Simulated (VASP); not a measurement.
A run of VASP 6.6.1:

POSCAR

```
Y
1.0
    0.0000000000      2.5160625000      2.5160625000
    2.4850000000      0.0310625000      2.4850000000
    2.4850000000      2.4850000000      0.0310625000
Y
1
Direct
    0.0000000000      0.0000000000      0.0000000000
```

The input INCAR.step1:

```
  ALGO = Normal
  EDIFF = 1E-4
  ENCUT = 520
  GGA = PE
  ISMEAR = 0
  LASPH = True
  LCHARG = False
  LREAL = False
  LWAVE = True
  NBANDS = 12
  NELM = 100
  PREC = Accurate
  SIGMA = 0.15
```

Contents of INCAR.step2:

```
  ALGO = Normal
  EDIFF = 1E-6
  ENCUT = 520
  ISIF = 2
  ISMEAR = 0
  ISTART = 1
  LASPH = True
  LCHARG = False
  LMIXTAU = True
  LREAL = False
  LWAVE = False
  METAGGA = R2SCAN
  NBANDS = 12
  NELM = 100
  PREC = Accurate
  SIGMA = 0.15
```

Contents of KPOINTS:

```
k-points
0
Gamma
  16 16 16
```

Potentials or basis: VASP PAW PBE potentials, release 64 (Y_sv).

Run with:

```console
$ cat potpaw_PBE.64/Y_sv/POTCAR > POTCAR
$ cp INCAR.step1 INCAR
$ mpirun -np 1 vasp_std > vasp.out
$ cp INCAR.step2 INCAR
$ mpirun -np 1 vasp_std > vasp.out
```

Hardware: 1 thread of Intel(R) Xeon(R) 6975P-C (Granite Rapids), with other jobs on the host.

Task: How long does it take, and how much memory?

Result: Wall time 7.7 min on 1 thread of Intel(R) Xeon(R) 6975P-C (Granite Rapids), with other jobs on the host, peak memory 0.39 GiB. Counts: k points 621.
